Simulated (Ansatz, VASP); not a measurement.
## Si2Mo in VASP and in Ansatz

```
Si Mo
1.0
    -1.59512    1.59512    3.91049
     1.59512   -1.59512    3.91049
     1.59512    1.59512   -3.91049
Si Mo
2 1
Direct
  0.33509 0.33509 0.00000
  0.66491 0.66491 0.00000
  0.00000 0.00000 0.00000
```

Alike in both runs: functional PBEsol; k mesh 18 × 18 × 18; occupations gaussian, width 0.1 eV; no spin polarisation.

Ansatz relaxed the structure, and its values are those at the end. VASP's run is a single point on that final structure, the one shown.

|  | VASP | Ansatz |
| --- | --- | --- |
| version | VASP 6.6.1 | Ansatz 0.2.0 |
| potentials or method | VASP PAW PBE potentials, release 64 (Si, Mo_sv), cutoff 520 eV | scalar-relativistic, plane waves, PAW |
| valence electrons in the cell | 22 | 22 |

VASP gave:

| Item | Value |
| --- | --- |
| gap on the k mesh at the Fermi level (eV) | none |
| pressure (GPa) | 0.4 |
| rms of the force components (eV/Å) | 0.004 |

Which values does Ansatz return?

gap on the k mesh at the Fermi level (eV): none; pressure (GPa): 0.0; rms of the force components (eV/Å): 0.001.

VASP's potentials were made for PBE, not for PBEsol. A gap of «none» marks a metal or a gap that the smearing closes.
